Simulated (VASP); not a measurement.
The system is ZrB.

```
Zr B
1.0
     0.00000    2.32500    2.32500
     2.32500    0.00000    2.32500
     2.32500    2.32500    0.00000
Zr B
1 1
Direct
  0.00000 0.00000 0.00000
  0.50000 0.50000 0.50000
```

Base run:

* Program: VASP 6.6.1
* Functional: BLYP
* Potentials or basis: VASP PAW PBE potentials, release 64 (Zr_sv, B)
* Cutoff: 520 eV
* k mesh: 10 × 10 × 10
* Occupations: fermi-dirac, width 0.05 eV
* Spin: no spin polarisation

Its results: band gap on the k mesh zero (an odd number of electrons rules out a gap without spin polarisation); pressure 42.3 GPa.

The run is repeated on the same cell with these changes: functional from BLYP to HSE06; k mesh from 10 × 10 × 10 to 5 × 5 × 5. What comes out?

Band gap on the k mesh zero (an odd number of electrons rules out a gap without spin polarisation); pressure 34.9 GPa.

Several settings changed at once.

Caveats: some runs use coarse meshes; the PAW data sets were made with another functional, which shifts forces and pressure a little; the cell stands under pressure (at least some runs).
